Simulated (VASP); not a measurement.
Crystal: Ir.

```xyz
2
Lattice="2.7514 0.0000 0.0000 -1.3757 2.3828 0.0000 0.0000 0.0000 4.4623" Properties=species:S:1:pos:R:3 pbc="T T T"
Ir    0.0000    1.5885    1.1156
Ir    1.3757    0.7943    3.3467
```

| Quantity | Value |
| --- | --- |
| Program | VASP 6.6.1 |
| Task | relaxation of cell and atoms |
| Functional | BLYP |
| Potentials or basis | VASP PAW PBE potentials, release 64 (Ir) |
| Cutoff | 600 eV |
| k mesh | 11 × 11 × 6 |
| Occupations | fermi-dirac, width 0.05 eV |
| Spin | no spin polarisation |

At the start: pressure 18.3 GPa; volume 14.63 Å³/atom.

Problem. How do energy, volume and symmetry change on relaxing?

Solution. Over 9 steps the energy falls by 44.9 meV/atom and the volume is 15.46 Å³/atom (+5.7 %); space group P6_3/mmc (No. 194, to 0.05 Å).

Step by step:
| step | energy change (eV) | largest force (eV/Å) | pressure (GPa) | volume (Å³) |
| --- | --- | --- | --- | --- |
| 1 | 0.0000 | 0.0000 | 18.27 | 29.25 |
| 2 | 0.6212 | 0.0000 | -31.54 | 36.90 |
| 3 | -0.0893 | 0.0000 | -1.21 | 31.06 |
| 4 | -0.0898 | 0.0000 | -0.13 | 30.93 |
| 5 | -0.0898 | 0.0000 | 0.17 | 30.90 |
| 6 | -0.0898 | 0.0000 | 0.19 | 30.90 |
| 7 | -0.0898 | 0.0000 | 0.19 | 30.90 |
| 8 | -0.0898 | 0.0000 | -0.22 | 30.95 |
| 9 | -0.0898 | 0.0000 | 0.00 | 30.92 |

Final structure:
```
Ir
1.0
     2.80396    0.00000    0.00000
    -1.40198    2.42830    0.00000
     0.00000    0.00000    4.54111
Ir
2
Direct
  0.33333 0.66667 0.25000
  0.66667 0.33333 0.75000
```

Caveat: the PAW data sets were made with another functional, which shifts forces and pressure a little.
